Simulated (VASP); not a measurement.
Crystal: ZrB2.

```
CELL_PARAMETERS angstrom
3.23217 0.00000 0.00000
-1.61609 2.79914 0.00000
0.00000 0.00000 3.60229
ATOMIC_POSITIONS crystal
Zr 0.00000 0.00000 0.00000
B 0.66667 0.33333 0.50000
B 0.33333 0.66667 0.50000
```

Base run:

| Quantity | Value |
| --- | --- |
| Program | VASP 6.6.1 |
| Functional | r2SCAN |
| Potentials or basis | VASP PAW PBE potentials, release 64 (Zr_sv, B) |
| Cutoff | 520 eV |
| k mesh | 10 × 10 × 8 |
| Occupations | fermi-dirac, width 0.05 eV |
| Spin | no spin polarisation |

Its results: band gap on the k mesh zero (band 9 reaches 10.60 eV, above the bottom of band 10 at 9.80 eV); pressure -12.0 GPa.

**Question.** The run is repeated on the same cell with these changes: functional from r2SCAN to LDA; potentials or basis from VASP PAW PBE potentials, release 64 (Zr_sv, B) to VASP PAW LDA potentials, release 64 (Zr_sv, B). What comes out?

**Answer.** Band gap on the k mesh zero (band 9 reaches 10.34 eV, above the bottom of band 10 at 9.60 eV); pressure -20.1 GPa.

Caveats: the PAW data sets were made with another functional, which shifts forces and pressure a little (some runs).
